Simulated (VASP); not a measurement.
Crystal: TePb.

```
Pb Te
1.0
     0.00000    3.64149    3.64149
     3.64149    0.00000    3.64149
     3.64149    3.64149    0.00000
Pb Te
1 1
Direct
  0.00000 0.00000 0.00000
  0.25000 0.25000 0.25000
```

Base run:

```yaml
Program: VASP 6.6.1
Functional: PBE
Potentials_or_basis: VASP PAW PBE potentials, release 64 (Pb_d, Te)
Cutoff: 500 eV
k_mesh: 4 × 4 × 4
Occupations: fermi-dirac, width 0.5 eV
Spin: no spin polarisation
```

Its results: band gap on the k mesh 0.66 eV, indirect (least direct gap 1.25 eV); pressure 0.4 GPa.

The run is repeated on the same cell with these changes: occupations from fermi-dirac, width 0.5 eV to methfessel-paxton, width 0.2 eV. What comes out?

Band gap on the k mesh 0.59 eV, indirect (least direct gap 1.19 eV); pressure 0.5 GPa.

Caveats: spin-orbit coupling is left out, which moves the levels of the heavy elements.

A k mesh can miss the band edges.
